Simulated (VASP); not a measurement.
Input of a VASP 6.6.1 run:

The input INCAR:

```
SYSTEM = B5P4
ALGO = Normal ; DIPOL = 0.5 0.5 0.500
EDIFF = 1E-6 ; EDIFFG = -0.02
ENCUT = 520 ; GGA = PE
IBRION = 2 ; IDIPOL = 3
ISIF = 2 ; ISMEAR = 0
LASPH = .TRUE. ; LCHARG = .FALSE.
LDIPOL = .TRUE. ; LREAL = .FALSE.
LWAVE = .FALSE. ; NELM = 80
NSW = 80 ; PREC = Accurate
SIGMA = 0.05
```

KPOINTS

```
k-points
0
G
  8 8 1
  0 0 0
```

File POSCAR:

```
B5P4
1.0
    3.2161364064      0.0000000000      0.0000000000
    0.0000000000      3.2161364064      0.0000000000
    0.0000000000      0.0000000000     24.0966074486
B P
5 4
Direct
    0.5000000000      0.5000000000      0.3112471337
    0.0000000000      0.0000000000      0.4056235668
    0.5000000000      0.5000000000      0.5000000000
    0.0000000000      0.0000000000      0.5943764332
    0.5000000000      0.5000000000      0.6887528663
    0.5000000000      0.0000000000      0.3584353503
    0.0000000000      0.5000000000      0.4528117834
    0.5000000000      0.0000000000      0.5471882166
    0.0000000000      0.5000000000      0.6415646497
```

Potentials or basis: VASP PAW PBE potentials, release 64 (B, P).

Launch:

```sh
$ cat potpaw_PBE.64/B/POTCAR potpaw_PBE.64/P/POTCAR > POTCAR
$ mpirun -np 1 vasp_std > vasp.out
```

Task: What does it give for the energy gained by relaxing?

Result: 40.1 meV/atom.

Task: Estimate the band gap on the k mesh.

Result: Zero (an odd number of electrons rules out a gap without spin polarisation).

The path:
```csv
step,energy change (eV),largest force (eV/Å),pressure (GPa)
1,0.0000,1.7849,-2.11
2,-0.3120,0.4926,-1.54
3,-0.3120,0.4931,-1.54
4,-0.3414,0.2058,-1.31
5,-0.3436,0.1707,-1.21
6,-0.3483,0.1382,-1.11
7,-0.3484,0.1792,-1.10
8,-0.3530,0.1430,-0.98
9,-0.3607,0.0480,-0.63
10,-0.3612,0.0391,-0.51
11,-0.3613,0.0323,-0.46
12,-0.3613,0.0114,-0.48
```
